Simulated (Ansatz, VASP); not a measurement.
# Two plane-wave programs on GaN

File POSCAR:

```
GaN
1.0
    0.0000000000      2.2489526240      2.2489526240
    2.1790101974      0.0000000000      2.2489526240
    2.1790101974      2.2489526240      0.0000000000
Ga N
1 1
Direct
    0.0000000000      0.0000000000      0.0000000000
    0.7500000000      0.7500000000      0.7500000000
```

INCAR.step1

```
SYSTEM = GaN
ALGO     = Normal         ! electronic algorithm
EDIFF    = 1E-4           ! SCF threshold, eV
ENCUT    = 520            ! plane-wave cutoff, eV
GGA      = PE             ! functional
ISMEAR   = 0              ! smearing method
LASPH    = .True.         ! aspherical terms in the spheres
LCHARG   = .False.        ! write CHGCAR
LREAL    = .False.        ! projectors in reciprocal space
LWAVE    = .True.         ! write WAVECAR
NBANDS   = 16             ! bands
NELM     = 60             ! most SCF steps
PREC     = Accurate       ! precision mode
SIGMA    = 0.01           ! smearing width, eV
```

INCAR.step2

```
SYSTEM = GaN
ALGO     = Normal         ! electronic algorithm
EDIFF    = 1E-7           ! SCF threshold, eV
ENCUT    = 520            ! plane-wave cutoff, eV
ISIF     = 2              ! what is computed and relaxed
ISMEAR   = 0              ! smearing method
ISTART   = 1            
LASPH    = .True.         ! aspherical terms in the spheres
LCHARG   = .False.        ! write CHGCAR
LMIXTAU  = .True.       
LREAL    = .False.        ! projectors in reciprocal space
LWAVE    = .False.        ! write WAVECAR
METAGGA  = R2SCAN         ! meta-GGA
NBANDS   = 16             ! bands
NELM     = 60             ! most SCF steps
PREC     = Accurate       ! precision mode
SIGMA    = 0.01           ! smearing width, eV
```

KPOINTS

```
k-points
0
Gamma
  10 10 10
  0 0 0
```

Input for Ansatz:

```yaml
crystal:
  lattice:
    - [0.0, 2.248952624, 2.248952624]
    - [2.1790101974, 0.0, 2.248952624]
    - [2.1790101974, 2.248952624, 0.0]
  atoms:
    - { symbol: Ga, position: [0.0, 0.0, 0.0] }
    - { symbol: "N", position: [0.75, 0.75, 0.75] }
kpoints:
  mp_grid: { grid: [10, 10, 10] }
  band_path:
    path:
      - [0.0, 0.0, 0.0]
      - [-0.5, -0.5, 0.0]
      - [-0.375, -0.375, 0.25]
      - [-0.375, 0.0, 0.375]
      - [0.0, 0.0, 0.5]
      - [-0.5, -0.25, 0.25]
    npoints: 1
hamiltonian:
  xc: r2scan
scf:
  occupations: { method: fixed }
  n_extra_bands: 4
output:
  forces: true
  stress: true
  eigenvalues: true
```

Change from the starting cell: uniaxial_x strain -3.1%.

Alike in both runs: task single point; functional r2SCAN; k mesh 10 × 10 × 10; no spin polarisation.

```csv
,VASP,Ansatz
version,VASP 6.6.1,Ansatz 0.2.0
potentials or method,"VASP PAW PBE potentials, release 64 (Ga_d, N)","plane waves, PAW"
plane-wave cutoff (eV),520,500
occupations,"gaussian, width 0.01 eV",fixed
valence electrons in the cell,18,18
```

|  | VASP | Ansatz | Ansatz less VASP |
| --- | --- | --- | --- |
| gap on the k mesh at the Fermi level (eV) | 2.27 | 2.28 | +0.011 |
| pressure (GPa) | 7.7 | 6.6 | -1.18 |
| traceless stress, the component that is largest in VASP (GPa) | 2.47 | 2.50 | +0.024 |

VASP's potentials were made for PBE, not for r2SCAN.
